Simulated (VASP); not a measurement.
# Sr (P6_3/mmc) in VASP: notebook

Runs on Sr. Level: r2SCAN. Tasks: single point.

All numbers are computed with VASP 6.6.1; they aren't measurements. Logs are shortened: lines on timing, memory, paths and dates and some standing lists are left out, and cuts for length are marked.

## Step 1: The cell of the first run

Symmetry: P6_3/mmc, No. 194, hexagonal system. Conventional cell: a = 4.310 Å, b = 4.310 Å, c = 7.085 Å, α = 90.00°, β = 90.00°, γ = 120.00°. Sr (site symmetry -6m2) has 12 Sr at 4.31 to 4.33 Å within 5.7 Å.

This isn't the form of Sr at room conditions, which is fcc.

## Step 2: Single point, r2SCAN (strain +0.0050 x Voigt [0, 0, 1, 0, 0, 0])

Input file POSCAR:

```
Sr
1.0
    4.3100002207      0.0000000000      0.0000000000
   -2.1550001104      3.7325696814      0.0000000000
    0.0000000000      0.0000000000      7.0852500000
Sr
2
Direct
    0.3333333333      0.6666666667      0.2500000000
    0.6666666667      0.3333333333      0.7500000000
```

Input file INCAR.step1:

```
PREC = Accurate
ENCUT = 520
ISMEAR = 0
SIGMA = 0.15
LREAL = F
LASPH = T
NELM = 100
NBANDS = 17
GGA = PE
ALGO = Normal
EDIFF = 1E-4
LWAVE = T
LCHARG = F
```

Input file INCAR.step2:

```
PREC = Accurate
ENCUT = 520
EDIFF = 1E-6
ISMEAR = 0
SIGMA = 0.15
LREAL = F
LASPH = T
NELM = 100
ALGO = Normal
ISIF = 2
LWAVE = F
LCHARG = F
METAGGA = R2SCAN
LMIXTAU = T
NBANDS = 17
ISTART = 1
```

Input file KPOINTS:

```
regular mesh
0
Gamma
  12 12 8
```

Potentials or basis: VASP PAW PBE potentials, release 64 (Sr_sv).

On the command line:

```bash
$ cat potpaw_PBE.64/Sr_sv/POTCAR > POTCAR
$ cp INCAR.step1 INCAR
$ mpirun -np 1 vasp_std > vasp.out
$ cp INCAR.step2 INCAR
$ mpirun -np 1 vasp_std > vasp.out
```

OUTCAR:

```text
PREC = Accurate
   ENCUT = 520
   EDIFF = 1E-6
   ISMEAR = 0
   LREAL = F
   LASPH = T
   NELM = 100
   ISIF = 2
   METAGGA = R2SCAN
   ISTART = 1

 ion  position               nearest neighbor table
   1  0.333  0.667  0.250-   2 4.33   2 4.33   2 4.33   2 4.33   2 4.33   2 4.33
   2  0.667  0.333  0.750-   1 4.33   1 4.33   1 4.33   1 4.33   1 4.33   1 4.33

  LATTYP: Found a hexagonal cell.
 ALAT       =     4.3100002207
 C/A-ratio  =     1.6439094286

  Lattice vectors:

 A1 = (   4.3100002207,   0.0000000000,   0.0000000000)
 A2 = (  -2.1550001104,   3.7325696814,   0.0000000000)
 A3 = (   0.0000000000,   0.0000000000,   7.0852500000)

Analysis of symmetry for initial positions (statically):
=====================================================================
 Subroutine PRICEL returns:
 Original cell was already a primitive cell.

 Routine SETGRP: Setting up the symmetry group for a
 hexagonal supercell.

 Subroutine GETGRP returns: Found 24 space group operations
 (whereof 12 operations were pure point group operations)
 out of a pool of 24 trial point group operations.

The static configuration has the point symmetry D_3d.
 The point group associated with its full space group is D_6h.

Analysis of symmetry for dynamics (positions and initial velocities):
=====================================================================
 Subroutine PRICEL returns:
 Original cell was already a primitive cell.

 Routine SETGRP: Setting up the symmetry group for a
 hexagonal supercell.

 Subroutine GETGRP returns: Found 24 space group operations
 (whereof 12 operations were pure point group operations)
 out of a pool of 24 trial point group operations.

The dynamic configuration has the point symmetry D_3d.
 The point group associated with its full space group is D_6h.

 Subroutine INISYM returns: Found 24 space group operations
 (whereof 12 operations are pure point group operations),
 and found     1 'primitive' translations

----------------------------------------------------------------------------------------

                                     Primitive cell

  volume of cell :     113.9831

  direct lattice vectors                    reciprocal lattice vectors
     4.310000221  0.000000000  0.000000000     0.232018550  0.133955972  0.000000000
    -2.155000110  3.732569681  0.000000000     0.000000000  0.267911944  0.000000000
     0.000000000  0.000000000  7.085250000     0.000000000  0.000000000  0.141138280

  length of vectors
     4.310000221  4.310000221  7.085250000     0.267911944  0.267911944  0.141138280

  position of ions in fractional coordinates (direct lattice)
     0.333333333  0.666666667  0.250000000
     0.666666667  0.333333333  0.750000000

  ion indices of the primitive-cell ions
   primitive index   ion index
                 1           1
                 2           2

----------------------------------------------------------------------------------------

 KPOINTS: regular mesh

Automatic generation of k-mesh.
 Grid dimensions read from file:
 generate k-points for:   12   12    8

 Generating k-lattice:

  Cartesian coordinates                     Fractional coordinates (reciprocal lattice)
     0.019334879  0.011162998  0.000000000     0.083333333  0.000000000  0.000000000
     0.000000000  0.022325995  0.000000000     0.000000000  0.083333333  0.000000000
     0.000000000  0.000000000  0.017642285     0.000000000  0.000000000  0.125000000

  Length of vectors
     0.022325995  0.022325995  0.017642285

  Shift w.r.t. Gamma in fractional coordinates (k-lattice)
     0.000000000  0.000000000  0.000000000

 Subroutine IBZKPT returns following result:
 ===========================================

 Found     95 irreducible k-points:

 Following reciprocal coordinates:
            Coordinates               Weight
  0.000000  0.000000  0.000000      1.000000
  0.083333  0.000000  0.000000      6.000000
  0.166667  0.000000  0.000000      6.000000
  0.250000  0.000000  0.000000      6.000000
  0.333333 -0.000000  0.000000      6.000000
  0.416667  0.000000  0.000000      6.000000
[... 16 lines left out ...]
  0.250000  0.000000  0.125000     12.000000
  0.333333 -0.000000  0.125000     12.000000
 [... further k-points ...]
   k-points           NKPTS =     95   k-points in BZ     NKDIM =     95   number of bands    NBANDS=     17
   number of dos      NEDOS =    301   number of ions     NIONS =      2
   total plane-waves  NPLWV =  55296
   dimension x,y,z NGX =    32 NGY =   32 NGZ =   54
   dimension x,y,z NGXF=    64 NGYF=   64 NGZF=  108
   ions per type =               2
   NGX,Y,Z   is equivalent  to a cutoff of  12.34, 12.34, 12.67 a.u.
   NGXF,Y,Z  is equivalent  to a cutoff of  24.69, 24.69, 25.34 a.u.
 SYSTEM =  unknown system
   PREC   = accura    normal or accurate (medium, high low for compatibility)
   ISTART =      1    job   : 0-new  1-cont  2-samecut
   ICHARG =      0    charge: 1-file 2-atom 10-const
   ISPIN  =      1    spin polarized calculation?
   LNONCOLLINEAR =      F non collinear calculations
   LSORBIT =      F    spin-orbit coupling
   LASPH  =      T    aspherical Exc in radial PAW
   ENCUT  =  520.0 eV  38.22 Ry    6.18 a.u.   8.01  8.01 13.17*2*pi/ulx,y,z
   NELM   =    100;   NELMIN=  2; NELMDL=  0     # of ELM steps
   EDIFF  = 0.1E-05   stopping-criterion for ELM
   LREAL  =      F    real-space projection
   EDIFFG = 0.1E-04   stopping-criterion for IOM
   NSW    =      0    number of steps for IOM
   IBRION =     -1    ionic relax: 0-MD 1-quasi-New 2-CG
   NFREE  =      0    steps in history (QN), initial steepest desc. (CG)
   ISIF   =      2    stress and relaxation
   ISYM   =      2    0-nonsym 1-usesym 2-fastsym
   POTIM  = 0.5000    time-step for ionic-motion
   TEBEG  =    0.0;   TEEND  =   0.0 temperature during run
   PSTRESS=    0.0 pullay stress
   NELECT =      20.0000    total number of electrons
   NUPDOWN=      -1.0000    fix difference up-down
   EMIN   =  10.00;   EMAX   =-10.00  energy-range for DOS
   EFERMI =   0.00;   METHOD = LEGACY
   ISMEAR =     0;   SIGMA  =   0.15  broadening in eV -4-tet -1-fermi 0-gaus
   EFERMI_NEDOS =   21; number of points for ismear=-14 and -15
   IALGO  =     38    algorithm
   IMIX   =      4    mixing-type and parameters
     AMIX     =   0.40;   BMIX     =  1.00
     AMIX_MAG =   1.60;   BMIX_MAG =  1.00
  volume/ion in A,a.u.               =      56.99       384.60
  Fermi-wavevector in a.u.,A,eV,Ry     =   0.916512  1.731956 11.428809  0.839994
  Thomas-Fermi vector in A             =   2.041376
   LORBIT       =      0    0 simple, 1 ext, 2 COOP (PROOUT), +10 PAW based schemes
   METAGGA = R2SCAN    functional components
   LHFCALC =     F    Hartree Fock is set to
   AEXX    =    0.0000 exact exchange contribution
   IVDW    =     0    specifies the selected vdW correction
   LEPSILON=     F    determine dielectric tensor
   LRPA    =     F    only Hartree local field effects (RPA)
 non-spin polarized calculation
 Gauss-broadening in eV      SIGMA  =   0.15
  energy-cutoff  :      520.00
  volume of cell :      113.98
 maximum number of plane-waves:      3114
   NGX = 17   NGY = 17   NGZ = 27

 number of electron      20.0000000 magnetization

 Free energy of the ion-electron system (eV)
  ---------------------------------------------------
  ext. energy  EPLUGINS =         0.00000000
  ---------------------------------------------------
  free energy    TOTEN  =       -30.20349566 eV

  energy without entropy =      -30.17718848  energy(sigma->0) =      -30.19034207

 E-fermi :   1.5138     XC(G=0):  -7.6821

 val. band max:        1.5084317563   @ k =   0.2500   0.0833   0.0000
 cond. band min:       1.5723596036   @ k =   0.3333   0.0833   0.0000
 fundamental gap:      0.0639278473
 Fermi energy:         1.5137565473

 k-point     1 :       0.0000    0.0000    0.0000
  band No.  band energies     occupation
      1     -36.6001      2.00000
      2     -36.5876      2.00000
      3     -18.0360      2.00000
      4     -17.8907      2.00000
      5     -17.8907      2.00000
      6     -17.8670      2.00000
[... 9 lines left out ...]
     16       4.5178      0.00000
     17       5.0738      0.00000

 k-point     2 :       0.0833    0.0000    0.0000
  band No.  band energies     occupation
      1     -36.5993      2.00000
      2     -36.5872      2.00000
      3     -18.0319      2.00000
      4     -17.9001      2.00000
      5     -17.8936      2.00000
      6     -17.8768      2.00000
[... 9 lines left out ...]
     16       4.6143      0.00000
     17       4.8654      0.00000

 k-point     3 :       0.1667    0.0000    0.0000
  band No.  band energies     occupation
      1     -36.5971      2.00000
      2     -36.5861      2.00000
      3     -18.0204      2.00000
      4     -17.9259      2.00000
      5     -17.9030      2.00000
      6     -17.9015      2.00000
[... 9 lines left out ...]
     16       4.5597      0.00000
     17       4.6908      0.00000

 k-point     4 :       0.2500    0.0000    0.0000
  band No.  band energies     occupation
      1     -36.5941      2.00000
      2     -36.5848      2.00000
      3     -18.0032      2.00000
      4     -17.9614      2.00000
      5     -17.9380      2.00000
      6     -17.9119      2.00000
[... 9 lines left out ...]
     16       4.8877      0.00000
     17       4.8964      0.00000
[... 343 lines left out ...]
      1     -36.5967      2.00000
      2     -36.5865      2.00000
      3     -18.0156      2.00000
      4     -17.9241      2.00000
      5     -17.9063      2.00000
      6     -17.9004      2.00000
[... 9 lines left out ...]
     16       4.6819      0.00000
     17       4.8270      0.00000

 k-point    23 :       0.2500    0.0000    0.1250
  band No.  band energies     occupation
      1     -36.5937      2.00000
      2     -36.5851      2.00000
      3     -18.0023      2.00000
      4     -17.9570      2.00000
      5     -17.9410      2.00000
      6     -17.9107      2.00000
[... 9 lines left out ...]
     16       4.8946      0.00000
     17       4.9705      0.00000

 k-point    24 :       0.3333   -0.0000    0.1250
  band No.  band energies     occupation
      1     -36.5905      2.00000
      2     -36.5839      2.00000
      3     -18.0053      2.00000
      4     -17.9786      2.00000
      5     -17.9673      2.00000
      6     -17.9207      2.00000
[... 9 lines left out ...]
     16       5.3148      0.00000
     17       5.4234      0.00000

 [... further k-points ...]
[... 5 lines left out ...]
  --------------------------------------------------------------------------------------
  -------------------------------------------------------------------------------------
  Total        0.0163579      0.0163579      0.0661082     -0.0000000      0.0000000      0.0000000
  in kB        0.2299317      0.2299317      0.9292356     -0.0000000      0.0000000      0.0000000
  external PRESSURE =       0.4630330 kB  Pullay stress =       0.0000000 kB

 VOLUME and BASIS-vectors are now :
 -----------------------------------------------------------------------------
  energy-cutoff  :      520.00
  volume of cell :      113.98
      direct lattice vectors                 reciprocal lattice vectors
     4.310000221  0.000000000  0.000000000     0.232018550  0.133955972  0.000000000
    -2.155000110  3.732569681  0.000000000     0.000000000  0.267911944  0.000000000
     0.000000000  0.000000000  7.085250000     0.000000000  0.000000000  0.141138280

 POSITION                                       TOTAL-FORCE (eV/Angst)
 -----------------------------------------------------------------------------------
     -0.00000      2.48838      1.77131         0.000000      0.000000      0.000000
      2.15500      1.24419      5.31394        -0.000000     -0.000000     -0.000000
 -----------------------------------------------------------------------------------
    total drift:                               -0.000000      0.000000     -0.000000

  FREE ENERGIE OF THE ION-ELECTRON SYSTEM (eV)
  ---------------------------------------------------
  free  energy   TOTEN  =       -30.2034956647 eV

  energy  without entropy=      -30.1771884844  energy(sigma->0) =      -30.19034207
```

Run time: 6 min. Hardware: 1 thread of AMD EPYC 9R45 (Zen 5), shared host; peak memory 0.31 GiB.

What came out:

```
Free energy            : -30.2035 eV
Pressure               : 0.0 GPa
Band gap on the k mesh : zero (bands 10 and 11 overlap by 0.39 eV)
```

Caveat: the cell differs from its parent crystal (strain +0.0050 x Voigt [0, 0, 1, 0, 0, 0]); the PAW data sets were made with another functional, which shifts forces and pressure a little.

## Step 3: Single point, r2SCAN (strain +0.0100 x Voigt [0, 0, 1, 0, 0, 0])

POSCAR, as its differences from that of step 2:

```diff
@@ -4,3 +4,3 @@
    -2.1550001104      3.7325696814      0.0000000000
-    0.0000000000      0.0000000000      7.0852500000
+    0.0000000000      0.0000000000      7.1205000000
 Sr
```

Input file INCAR.step1:

```
SYSTEM = Sr
ALGO = Normal
EDIFF = 1E-4
ENCUT = 520
GGA = PE
ISMEAR = 0
LASPH = .True.
LCHARG = .False.
LREAL = .False.
LWAVE = .True.
NBANDS = 17
NELM = 100
PREC = Accurate
SIGMA = 0.15
```

Input file INCAR.step2:

```
SYSTEM = Sr
ALGO = Normal
EDIFF = 1E-6
ENCUT = 520
ISIF = 2
ISMEAR = 0
ISTART = 1
LASPH = .True.
LCHARG = .True.
LELF = .True.
LMIXTAU = .True.
LREAL = .False.
LVHAR = .True.
LWAVE = .False.
METAGGA = R2SCAN
NBANDS = 17
NELM = 100
PREC = Accurate
SIGMA = 0.15
```

Input file KPOINTS:

```
k-points
0
Gamma
  12 12 8
  0 0 0
```

Potentials or basis: VASP PAW PBE potentials, release 64 (Sr_sv).

On the command line:

```bash
$ cat potpaw_PBE.64/Sr_sv/POTCAR > POTCAR
$ cp INCAR.step1 INCAR
$ mpirun -np 1 vasp_std > vasp.out
$ cp INCAR.step2 INCAR
$ mpirun -np 1 vasp_std > vasp.out
```

Wall time 6 min (1 thread of AMD EPYC 9R45 (Zen 5), shared host); peak memory 0.31 GiB.

The run converged. Its results:

```
Free energy            : -30.2036 eV
Pressure               : 0.0 GPa
Band gap on the k mesh : zero (bands 10 and 11 overlap by 0.39 eV)
```

Levels at points of the mesh, in eV from the Fermi level:
| k point | band 6 | band 7 | band 8 | band 9 | band 10 | band 11 | band 12 | band 13 | band 14 | band 15 |
| --- | --- | --- | --- | --- | --- | --- | --- | --- | --- | --- |
| (0.00, 0.00, 0.00) | -19.39 | -19.39 | -19.38 | -3.81 | -1.11 | -0.16 | 2.53 | 2.58 | 2.58 | 3.00 |
| (0.50, 0.00, 0.00) | -19.45 | -19.42 | -19.42 | -1.10 | -0.62 | 0.13 | 0.34 | 1.36 | 1.97 | 2.49 |
| (0.00, 0.00, 0.50) | -19.40 | -19.40 | -19.40 | -2.86 | -2.86 | 1.39 | 1.39 | 2.59 | 2.59 | 2.59 |
| (0.50, 0.00, 0.50) | -19.44 | -19.43 | -19.43 | -0.75 | -0.75 | 0.15 | 0.15 | 1.48 | 1.48 | 3.27 |

Caveat: the cell differs from its parent crystal (strain +0.0100 x Voigt [0, 0, 1, 0, 0, 0]); the PAW data sets were made with another functional, which shifts forces and pressure a little.

[end of part 1 of 2]

The gap in the log of VASP goes by the Fermi energy; the results here count the filled bands.